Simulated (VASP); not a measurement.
# GaP in VASP: further runs, part 2 of 2

VASP 6.6.1. The steps go on from the part before.

### 3 Electric field gradients, PBE (equal xx and yy strain of +2 %)

INCAR

```
PREC = Accurate ; ENCUT = 520
EDIFF = 1E-8 ; ISMEAR = -1
SIGMA = 0.05 ; LREAL = F
LASPH = T ; NELM = 100
ALGO = Normal ; ISIF = 2
LWAVE = F ; LCHARG = F
GGA = PE ; LEFG = T
NBANDS = 16
```

KPOINTS

```
Automatic mesh
0
Gamma
  10 10 10
```

POSCAR

```
GaP
1.0
    0.0000000000      2.7797550000      2.7252500000
    2.7797550000      0.0000000000      2.7252500000
    2.7797550000      2.7797550000      0.0000000000
Ga P
1 1
Direct
    0.0000000000      0.0000000000      0.0000000000
    0.7500000000      0.7500000000      0.7500000000
```

Potentials or basis: VASP PAW PBE potentials, release 64 (Ga_d, P).

On the command line:

```
cat potpaw_PBE.64/Ga_d/POTCAR potpaw_PBE.64/P/POTCAR > POTCAR
mpirun -np 1 vasp_std > vasp.out
```

OUTCAR:

```text
PREC = Accurate
   ENCUT = 520
   EDIFF = 1E-8
   ISMEAR = -1
   LREAL = F
   LASPH = T
   NELM = 100
   ISIF = 2
   GGA = PE

 ion  position               nearest neighbor table
   1  0.000  0.000  0.000-   2 2.39   2 2.39   2 2.39   2 2.39
   2  0.750  0.750  0.750-   1 2.39   1 2.39   1 2.39   1 2.39

  LATTYP: Found a body centered tetragonal cell.
 ALAT       =     3.9311672211
 C/A-ratio  =     1.3864838847

  Lattice vectors:

 A1 = (   0.0000000000,  -2.7797550000,  -2.7252500000)
 A2 = (   0.0000000000,   2.7797550000,  -2.7252500000)
 A3 = (   2.7797550000,   0.0000000000,   2.7252500000)

Analysis of symmetry for initial positions (statically):
=====================================================================
 Subroutine PRICEL returns:
 Original cell was already a primitive cell.

 Routine SETGRP: Setting up the symmetry group for a
 body centered tetragonal supercell.

 Subroutine GETGRP returns: Found  8 space group operations
 (whereof  8 operations were pure point group operations)
 out of a pool of 16 trial point group operations.

The static configuration has the point symmetry D_2d.

Analysis of symmetry for dynamics (positions and initial velocities):
=====================================================================
 Subroutine PRICEL returns:
 Original cell was already a primitive cell.

 Routine SETGRP: Setting up the symmetry group for a
 body centered tetragonal supercell.

 Subroutine GETGRP returns: Found  8 space group operations
 (whereof  8 operations were pure point group operations)
 out of a pool of 16 trial point group operations.

The dynamic configuration has the point symmetry D_2d.
[... 158 lines left out ...]
      3     -10.2294      2.00000
      4     -10.1472      2.00000
      5     -10.1435      2.00000
      6      -7.9444      2.00000
[... 433 lines left out ...]
      3     -10.1910      2.00000
      4     -10.1696      2.00000
      5     -10.1280      2.00000
      6      -6.0349      2.00000
[... 8 lines left out ...]
     15      15.8771      0.00000
     16      17.8027      0.00000

 [... further k-points ...]

------------------------ aborting loop because EDIFF is reached ----------------------------------------

  FORCE on cell =-STRESS in cart. coord.  units (eV):
  Direction    XX          YY          ZZ          XY          YZ          ZX
  --------------------------------------------------------------------------------------
  -------------------------------------------------------------------------------------
  Total       -0.3058700     -0.3058700      0.0598796      0.0000000      0.0000000      0.0000000
  in kB      -11.6358506    -11.6358506      2.2779292      0.0000000      0.0000000      0.0000000
  external PRESSURE =      -6.9979240 kB  Pullay stress =       0.0000000 kB

 VOLUME and BASIS-vectors are now :
 -----------------------------------------------------------------------------
  energy-cutoff  :      520.00
  volume of cell :       42.12
      direct lattice vectors                 reciprocal lattice vectors
     0.000000000  2.779755000  2.725250000    -0.179871967  0.179871967  0.183469406
     2.779755000  0.000000000  2.725250000     0.179871967 -0.179871967  0.183469406
     2.779755000  2.779755000  0.000000000     0.179871967  0.179871967 -0.183469406

 POSITION                                       TOTAL-FORCE (eV/Angst)
 -----------------------------------------------------------------------------------
      0.00000      0.00000      0.00000        -0.000000     -0.000000     -0.000000
      4.16963      4.16963      4.08788         0.000000      0.000000      0.000000
 -----------------------------------------------------------------------------------
    total drift:                               -0.000002     -0.000002     -0.000002

  FREE ENERGIE OF THE ION-ELECTRON SYSTEM (eV)
  ---------------------------------------------------
  free  energy   TOTEN  =        -9.1243584855 eV

  energy  without entropy=       -9.1243584801  energy(sigma->0) =       -9.12435848

 Electric field gradients (V/A^2)
---------------------------------------------------------------------
 ion       V_xx      V_yy      V_zz      V_xy      V_xz      V_yz
---------------------------------------------------------------------
   1      -1.715    -1.715     3.430    -0.002    -0.003    -0.003
   2       1.134     1.134    -2.268    -0.000    -0.000    -0.000
---------------------------------------------------------------------

 Electric field gradients after diagonalization (V/A^2)
 (convention: |V_zz| > |V_xx| > |V_yy|)
----------------------------------------------------------------------
 ion       V_xx      V_yy      V_zz     asymmetry (V_yy - V_xx)/ V_zz
----------------------------------------------------------------------
   1      -1.717    -1.713     3.430       0.001
   2       1.134     1.134    -2.268       0.000
----------------------------------------------------------------------

           NMR quadrupolar parameters

 Cq : quadrupolar parameter    Cq=e*Q*V_zz/h
 eta: asymmetry parameters     (V_yy - V_xx)/ V_zz
 Q  : nuclear electric quadrupole moment in mb (millibarn)
----------------------------------------------------------------------
 ion       Cq(MHz)       eta       Q (mb)
----------------------------------------------------------------------
   1       0.008       0.001       1.000
   2      -0.005       0.000       1.000
----------------------------------------------------------------------
```

OSZICAR:

```text
N       E                     dE             d eps       ncg     rms          rms(c)
DAV:   1     0.806562375888E+02    0.80656E+02   -0.89738E+03  3400   0.160E+03
DAV:   2    -0.308375610501E+01   -0.83740E+02   -0.79564E+02  3800   0.310E+02
DAV:   3    -0.927949621096E+01   -0.61957E+01   -0.61752E+01  4064   0.653E+01
DAV:   4    -0.938016202619E+01   -0.10067E+00   -0.10064E+00  4152   0.901E+00
DAV:   5    -0.938209416443E+01   -0.19321E-02   -0.19320E-02  4136   0.108E+00    0.406E+00
DAV:   6    -0.914744640996E+01    0.23465E+00   -0.37676E-01  5048   0.100E+01    0.267E+00
DAV:   7    -0.912346774011E+01    0.23979E-01   -0.87710E-02  4296   0.193E+00    0.108E+00
DAV:   8    -0.912380140692E+01   -0.33367E-03   -0.12703E-02  3936   0.135E+00    0.168E-01
DAV:   9    -0.912420705086E+01   -0.40564E-03   -0.12924E-03  4144   0.504E-01    0.833E-02
DAV:  10    -0.912428416815E+01   -0.77117E-04   -0.11157E-04  5056   0.107E-01    0.424E-02
DAV:  11    -0.912435853153E+01   -0.74363E-04   -0.10339E-04  3944   0.841E-02    0.519E-03
DAV:  12    -0.912435813782E+01    0.39370E-06   -0.29317E-06  4008   0.218E-02    0.266E-03
DAV:  13    -0.912435844239E+01   -0.30457E-06   -0.83658E-07  4384   0.759E-03    0.191E-03
DAV:  14    -0.912435847986E+01   -0.37471E-07   -0.36974E-08  4152   0.141E-03    0.157E-03
DAV:  15    -0.912435848551E+01   -0.56525E-08   -0.23050E-09  3536   0.409E-04
   1 F= -.91243585E+01 E0= -.91243585E+01  d E =-.542079E-08
```

stdout:

```text
POSCAR found type information on POSCAR GaP
 POSCAR found :  2 types and       2 ions
 scaLAPACK will be used
 LDA part: xc-table for (Slater+PW92), standard interpolation
 POSCAR, INCAR and KPOINTS ok, starting setup
 FFT: planning ... GRIDC
 FFT: planning ... GRID_SOFT
 FFT: planning ... GRID
 WAVECAR not read
 entering main loop
ion   1

ion   2
```

Wall time 1.7 min (1 thread of Intel Xeon 8259CL, shared host); peak memory 0.21 GiB.

What came out:

| Quantity | Value |
| --- | --- |
| Free energy | -9.1244 eV |
| Pressure | -0.7 GPa |
| Band gap on the k mesh | 1.43 eV |
| Largest electric field gradient by atom | Ga +3.4; P -2.3 V/Å² |

Electric field gradients, principal values (V/Å²):
```
atom   least  middle  greatest (by size)
1 Ga  -1.713  -1.717               3.430
 2 P   1.134   1.134              -2.268
```

Caveat: the cell differs from its parent crystal (equal xx and yy strain of +2 %); without QUAD_EFG the Cq values of the log hold for a quadrupole moment of 1 mb, not for the nuclei.

### 4 Electric field gradients, PBE (19.04 Å³/atom)

This run uses another cell than the first one, of 19.04 Å³/atom.

INCAR

```
SYSTEM = GaP
PREC = Accurate ; ENCUT = 520
EDIFF = 1E-8 ; ISMEAR = -1
SIGMA = 0.05 ; LREAL = .False.
LASPH = .True. ; NELM = 80
ALGO = Normal ; ISIF = 2
LWAVE = .False. ; LCHARG = .False.
GGA = PE ; LEFG = .True.
NBANDS = 16
```

KPOINTS

```
Automatic mesh
0
Gamma
  10 10 10
  0 0 0
```

POSCAR

```
GaP
1.0
    0.0000000000      2.6700902952      2.6700902952
    2.6700902952      0.0000000000      2.6700902952
    2.6700902952      2.6700902952      0.0000000000
Ga P
1 1
Direct
    0.0000000000      0.0000000000      0.0000000000
    0.7500000000      0.7500000000      0.7500000000
```

Potentials or basis: VASP PAW PBE potentials, release 64 (Ga_d, P).

On the command line:

```
cat potpaw_PBE.64/Ga_d/POTCAR potpaw_PBE.64/P/POTCAR > POTCAR
mpirun -np 1 vasp_std > vasp.out
```

OUTCAR:

```text
SYSTEM = GaP
   PREC = Accurate
   ENCUT = 520
   EDIFF = 1E-8
   ISMEAR = -1
   LREAL = .False.
   LASPH = .True.
   NELM = 80
   ISIF = 2
   GGA = PE

 ion  position               nearest neighbor table
   1  0.000  0.000  0.000-   2 2.31   2 2.31   2 2.31   2 2.31
   2  0.750  0.750  0.750-   1 2.31   1 2.31   1 2.31   1 2.31

  LATTYP: Found a face centered cubic cell.
 ALAT       =     5.3401805904

  Lattice vectors:

 A1 = (   0.0000000000,   2.6700902952,   2.6700902952)
 A2 = (   2.6700902952,   0.0000000000,   2.6700902952)
[... 667 lines left out ...]
  ---------------------------------------------------
  free  energy   TOTEN  =        -9.0371435540 eV

  energy  without entropy=       -9.0371435481  energy(sigma->0) =       -9.03714355

 Electric field gradients (V/A^2)
---------------------------------------------------------------------
 ion       V_xx      V_yy      V_zz      V_xy      V_xz      V_yz
---------------------------------------------------------------------
   1       0.000    -0.000    -0.000    -0.001    -0.001    -0.001
   2      -0.000    -0.000     0.000    -0.000    -0.000    -0.000
---------------------------------------------------------------------

 Electric field gradients after diagonalization (V/A^2)
 (convention: |V_zz| > |V_xx| > |V_yy|)
----------------------------------------------------------------------
 ion       V_xx      V_yy      V_zz     asymmetry (V_yy - V_xx)/ V_zz
----------------------------------------------------------------------
   1       0.001     0.001    -0.003       0.000
   2       0.000     0.000    -0.000       0.000
----------------------------------------------------------------------

           NMR quadrupolar parameters

 Cq : quadrupolar parameter    Cq=e*Q*V_zz/h
 eta: asymmetry parameters     (V_yy - V_xx)/ V_zz
 Q  : nuclear electric quadrupole moment in mb (millibarn)
----------------------------------------------------------------------
 ion       Cq(MHz)       eta       Q (mb)
----------------------------------------------------------------------
   1      -0.000       0.000       1.000
   2      -0.000       0.000       1.000
----------------------------------------------------------------------
```

stdout:

```text
POSCAR found type information on POSCAR GaP
 POSCAR found :  2 types and       2 ions
 scaLAPACK will be used
 LDA part: xc-table for (Slater+PW92), standard interpolation
 POSCAR, INCAR and KPOINTS ok, starting setup
 FFT: planning ... GRIDC
 FFT: planning ... GRID_SOFT
 FFT: planning ... GRID
 WAVECAR not read
 entering main loop
ion   1

ion   2
```

Wall time 34 s (1 thread of Intel Xeon 6975P-C (Granite Rapids), shared host); peak memory 0.17 GiB.

Results:

| Property | Result |
| --- | --- |
| Free energy | -9.0371 eV |
| Pressure | 8.6 GPa |
| Band gap on the k mesh | 1.49 eV (least direct gap 2.34 eV) |
| Largest electric field gradient by atom | zero within the noise of the run |

Caveat: the cell stands under pressure.

### 5 Electric field gradients, PBE (19.84 Å³/atom)

This run uses another cell than the first one, of 19.84 Å³/atom.

INCAR

```
SYSTEM = GaP
ALGO = Normal ; EDIFF = 1E-8
ENCUT = 520 ; GGA = PE
ISIF = 2 ; ISMEAR = -1
LASPH = .True. ; LCHARG = .False.
LEFG = .True. ; LREAL = .False.
LWAVE = .False. ; NBANDS = 16
NELM = 80 ; PREC = Accurate
SIGMA = 0.05
```

KPOINTS

```
k-points
0
Gamma
  10 10 10
  0 0 0
```

POSCAR

```
GaP
1.0
    0.0000000000      2.7069591804      2.7069591804
    2.7069591804      0.0000000000      2.7069591804
    2.7069591804      2.7069591804      0.0000000000
Ga P
1 1
Direct
    0.0000000000      0.0000000000      0.0000000000
    0.7500000000      0.7500000000      0.7500000000
```

Potentials or basis: VASP PAW PBE potentials, release 64 (Ga_d, P).

On the command line:

```
cat potpaw_PBE.64/Ga_d/POTCAR potpaw_PBE.64/P/POTCAR > POTCAR
mpirun -np 1 vasp_std > vasp.out
```

OUTCAR:

```text
SYSTEM = GaP
   EDIFF = 1E-8
   ENCUT = 520
   GGA = PE
   ISIF = 2
   ISMEAR = -1
   LASPH = .True.
   LREAL = .False.
   NELM = 80
   PREC = Accurate

 ion  position               nearest neighbor table
   1  0.000  0.000  0.000-   2 2.34   2 2.34   2 2.34   2 2.34
   2  0.750  0.750  0.750-   1 2.34   1 2.34   1 2.34   1 2.34

  LATTYP: Found a face centered cubic cell.
 ALAT       =     5.4139183608

  Lattice vectors:

 A1 = (   0.0000000000,   2.7069591804,   2.7069591804)
 A2 = (   2.7069591804,   0.0000000000,   2.7069591804)
 A3 = (   2.7069591804,   2.7069591804,   0.0000000000)

Analysis of symmetry for initial positions (statically):
=====================================================================
 Subroutine PRICEL returns:
 Original cell was already a primitive cell.

 Routine SETGRP: Setting up the symmetry group for a
 face centered cubic supercell.

 Subroutine GETGRP returns: Found 24 space group operations
 (whereof 24 operations were pure point group operations)
 out of a pool of 48 trial point group operations.

The static configuration has the point symmetry T_d .

Analysis of symmetry for dynamics (positions and initial velocities):
=====================================================================
 Subroutine PRICEL returns:
 Original cell was already a primitive cell.

 Routine SETGRP: Setting up the symmetry group for a
 face centered cubic supercell.

 Subroutine GETGRP returns: Found 24 space group operations
 (whereof 24 operations were pure point group operations)
 out of a pool of 48 trial point group operations.

The dynamic configuration has the point symmetry T_d .

[... 157 lines left out ...]
      4      -9.6195      2.00000
      5      -9.6195      2.00000
      6      -7.7855      2.00000
[... 433 lines left out ...]
      3      -9.6723      2.00000
      4      -9.6462      2.00000
      5      -9.6020      2.00000
      6      -5.7524      2.00000
[... 8 lines left out ...]
     15      16.6939      0.00000
     16      18.7896      0.00000

 [... further k-points ...]

------------------------ aborting loop because EDIFF is reached ----------------------------------------

  FORCE on cell =-STRESS in cart. coord.  units (eV):
  Direction    XX          YY          ZZ          XY          YZ          ZX
  --------------------------------------------------------------------------------------
  -------------------------------------------------------------------------------------
  Total        1.0704803      1.0704803      1.0704803      0.0000000      0.0000000     -0.0000000
  in kB       43.2328777     43.2328777     43.2328777      0.0000000      0.0000000     -0.0000000
  external PRESSURE =      43.2328777 kB  Pullay stress =       0.0000000 kB

 VOLUME and BASIS-vectors are now :
 -----------------------------------------------------------------------------
  energy-cutoff  :      520.00
  volume of cell :       39.67
      direct lattice vectors                 reciprocal lattice vectors
     0.000000000  2.706959180  2.706959180    -0.184709102  0.184709102  0.184709102
     2.706959180  0.000000000  2.706959180     0.184709102 -0.184709102  0.184709102
     2.706959180  2.706959180  0.000000000     0.184709102  0.184709102 -0.184709102

 POSITION                                       TOTAL-FORCE (eV/Angst)
 -----------------------------------------------------------------------------------
      0.00000      0.00000      0.00000        -0.000000      0.000000      0.000000
      4.06044      4.06044      4.06044         0.000000     -0.000000     -0.000000
 -----------------------------------------------------------------------------------
    total drift:                               -0.000002     -0.000002     -0.000002

  FREE ENERGIE OF THE ION-ELECTRON SYSTEM (eV)
  ---------------------------------------------------
  free  energy   TOTEN  =        -9.1009870764 eV

  energy  without entropy=       -9.1009870734  energy(sigma->0) =       -9.10098707

 Electric field gradients (V/A^2)
---------------------------------------------------------------------
 ion       V_xx      V_yy      V_zz      V_xy      V_xz      V_yz
---------------------------------------------------------------------
   1       0.000    -0.000     0.000     0.001     0.001     0.001
   2       0.000    -0.000     0.000     0.000     0.000     0.000
---------------------------------------------------------------------

 Electric field gradients after diagonalization (V/A^2)
 (convention: |V_zz| > |V_xx| > |V_yy|)
----------------------------------------------------------------------
 ion       V_xx      V_yy      V_zz     asymmetry (V_yy - V_xx)/ V_zz
----------------------------------------------------------------------
   1      -0.001    -0.001     0.002       0.000
   2      -0.000    -0.000     0.000       0.000
----------------------------------------------------------------------

           NMR quadrupolar parameters

 Cq : quadrupolar parameter    Cq=e*Q*V_zz/h
 eta: asymmetry parameters     (V_yy - V_xx)/ V_zz
 Q  : nuclear electric quadrupole moment in mb (millibarn)
----------------------------------------------------------------------
 ion       Cq(MHz)       eta       Q (mb)
----------------------------------------------------------------------
   1       0.000       0.000       1.000
   2       0.000       0.000       1.000
----------------------------------------------------------------------
```

Wall time 29 s (1 thread of Intel Xeon 6975P-C (Granite Rapids), shared host); peak memory 0.16 GiB.

Results:

- Free energy: -9.1010 eV
- Pressure: 4.3 GPa
- Band gap on the k mesh: 1.57 eV (least direct gap 2.00 eV)
- Largest electric field gradient by atom: zero within the noise of the run

Caveat: the cell stands under pressure. A k mesh can miss the band edges.

### 6 Summary

| cell | gap on the mesh (eV) | pressure (GPa) |
| --- | --- | --- |
| a = 3.912, b = 3.912, c = 3.854 Å, angles 60.5, 60.5, 59.0°, 2 atoms | 1.51 | 0.0 |
| a = 3.893, b = 3.893, c = 3.931 Å, angles 59.7, 59.7, 60.7°, 2 atoms | 1.43 | -0.7 |
| a = 3.776 Å, angles 60.0°, 2 atoms | 1.49 | 8.6 |
| a = 3.828 Å, angles 60.0°, 2 atoms | 1.57 | 4.3 |

Alike in all rows: task electric field gradients; level PBE; potentials or basis VASP PAW PBE potentials, release 64 (Ga_d, P); no spin polarisation; k mesh 10 × 10 × 10; cutoff (eV) 520; smearing fermi-dirac 0.05 eV.

Caveats: the cell stands under pressure (at least some runs).

Total energies depend on the potentials used, so only differences within one code and one set of settings carry meaning.
